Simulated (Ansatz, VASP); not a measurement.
CdInC4N4: VASP beside Ansatz

```
Cd In C N
1.0
     6.38102    0.00000    0.00000
     0.00000    6.38102    0.00000
     0.00000    0.00000    6.38102
Cd In C N
1 1 4 4
Direct
  0.50000 0.50000 0.50000
  0.00000 0.00000 0.00000
  0.19608 0.19608 0.19608
  0.19608 0.80392 0.80392
  0.80392 0.19608 0.80392
  0.80392 0.80392 0.19608
  0.30210 0.30210 0.30210
  0.30210 0.69790 0.69790
  0.69790 0.30210 0.69790
  0.69790 0.69790 0.30210
```

Alike in both runs: task relaxation of cell and atoms; functional PBE; k mesh 6 × 6 × 6; occupations gaussian, width 0.1 eV; no spin polarisation.

```csv
,VASP,Ansatz
version,VASP 6.6.1,Ansatz 0.2.0
potentials or method,"VASP PAW PBE potentials, release 64 (Cd, In_d, C, N), cutoff 600 eV","scalar-relativistic, plane waves, PAW"
valence electrons in the cell,61,69
```

```csv
,VASP,Ansatz,Ansatz less VASP
"gap on the k mesh at the Fermi level, each at its own relaxed structure (eV)",none,none,-
relaxed volume (Å³/atom),26.11,26.04,-0.071
relaxed cell length with the largest relative difference (Å),6.392,6.386,-0.0058
```

A gap of «none» marks a metal or a gap that the smearing closes. VASP's potentials hold 61 valence electrons a cell and Ansatz's 69, so a difference there can come from the potentials and not from the codes.

Noted on VASP's run: the standard files for N, O and F lose accuracy on very short bonds.
